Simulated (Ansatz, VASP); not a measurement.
# Al2Ru: VASP beside Ansatz

```xyz
6
Lattice="0.0000 3.9898 4.3915 2.3525 0.0000 4.3915 2.3525 3.9898 0.0000" Properties=species:S:1:pos:R:3 pbc="T T T"
Al    1.1762    0.6309    2.1958
Al    1.1762    3.3590    2.1958
Al    2.3525    1.3640    4.3915
Al    2.3525    6.6156    4.3915
Ru    3.5287    5.9848    6.5873
Ru    2.3525    3.9898    4.3915
```

Alike in both runs: task single point; functional r2SCAN; k mesh 8 × 8 × 8; occupations gaussian, width 0.01 eV; no spin polarisation.

|  | VASP | Ansatz |
| --- | --- | --- |
| version | VASP 6.6.1 | Ansatz 0.2.0 |
| potentials or method | VASP PAW PBE potentials, release 64 (Al, Ru_pv), cutoff 520 eV | scalar-relativistic, plane waves, PAW |
| valence electrons in the cell | 40 | 44 |

|  | VASP | Ansatz | Ansatz less VASP |
| --- | --- | --- | --- |
| gap on the k mesh at the Fermi level (eV) | 0.20 | 0.20 | -0.006 |
| least direct gap on the mesh (eV) | 1.37 | 1.37 | +0.003 |
| pressure (GPa) | -0.1 | 0.0 | +0.11 |

VASP's potentials were made for PBE, not for r2SCAN. VASP's potentials hold 40 valence electrons a cell and Ansatz's 44, so a difference there can come from the potentials and not from the codes.
